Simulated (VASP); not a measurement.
Wanted: the native input for a VASP 6.6.1 run.

```yaml
Task: single point
Functional: PBE
Potentials_or_basis: VASP PAW PBE potentials, release 64 (W_sv, Cl)
Cutoff: 500 eV
k_mesh: 7 × 7 × 7
Occupations: gaussian, width 0.2 eV
Spin: no spin polarisation
Dipole_correction: no
Further_INCAR_settings: ALGO = Normal; EDIFF = 1e-06; NBANDS = 18
```

The structure of WCl lies in POSCAR:

```
WCl
1.0
    1.4590478602      0.8423816748      4.2516600014
   -1.4590478602      0.8423816748      4.2516600014
    0.0000000000     -1.6847633496      4.2516600014
W Cl
1 1
Direct
    0.5000000000      0.5000000000      0.5000000000
    0.0000000000      0.0000000000      0.0000000000
```

The cell was built from a structure type or drawn by symmetry, and may not be a known phase.

These files were run (other wordings do the same):

INCAR

```
PREC = Accurate ; ENCUT = 500
EDIFF = 1E-6 ; ISMEAR = 0
SIGMA = 0.2 ; LREAL = False
LASPH = True ; NELM = 120
ALGO = Normal ; ISIF = 2
LWAVE = False ; LCHARG = False
GGA = PE ; NBANDS = 18
GGA_COMPAT = False
```

KPOINTS

```
Automatic mesh
0
Gamma
  7 7 7
```

Potentials or basis: VASP PAW PBE potentials, release 64 (W_sv, Cl).

Command:

```sh
$ cat potpaw_PBE.64/W_sv/POTCAR potpaw_PBE.64/Cl/POTCAR > POTCAR
$ mpirun -np 1 vasp_std > vasp.out
```

Results of the run:

| Item | Value |
| --- | --- |
| Pressure | 0.3 GPa |
| Band gap on the k mesh | zero (an odd number of electrons rules out a gap without spin polarisation) |

Caveat: the k points lie up to 0.36 Å⁻¹ apart, too coarse for converged energies and pressures of a metal; spin-orbit coupling is left out, which moves the levels of the heavy elements; an odd number of electrons without spin polarisation forces a metal; a magnetic or distorted state may lie lower.

Wall time 30 s on 1 thread of Intel(R) Xeon(R) Platinum 8259CL CPU @ 2.50GHz (Skylake/Cascade Lake), with other jobs on the host, peak memory 0.21 GiB.
